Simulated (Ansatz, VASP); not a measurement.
**One calculation of BN, two programs**

```
B N
1.0
     2.50171    0.00000    0.00000
     1.24929    2.16744    0.00000
     0.00000    0.00000   23.49532
B N
2 2
Direct
  0.49995 0.49995 0.42562
  0.99995 0.99995 0.57438
  0.83335 0.83335 0.42562
  0.33335 0.33335 0.57438
```

Alike in both runs: functional PBE; dispersion D3(BJ); k mesh 12 × 12 × 1; occupations gaussian, width 0.05 eV; no spin polarisation.

Ansatz relaxed the structure, and its values are those at the end. VASP's run is a single point on that final structure, the one shown.

```csv
,VASP,Ansatz
version,VASP 6.6.1,Ansatz 0.2.0
potentials or method,"VASP PAW PBE potentials, release 64 (B, N), cutoff 520 eV","scalar-relativistic, plane waves, PAW"
valence electrons in the cell,16,16
```

|  | VASP | Ansatz | Ansatz less VASP |
| --- | --- | --- | --- |
| gap on the k mesh at the Fermi level (eV) | 4.29 | 4.30 | +0.007 |
| rms of the force components (eV/Å) | 0.011 | 0.011 | 0.0000 |

Ansatz's warnings: published levels not confirmed.
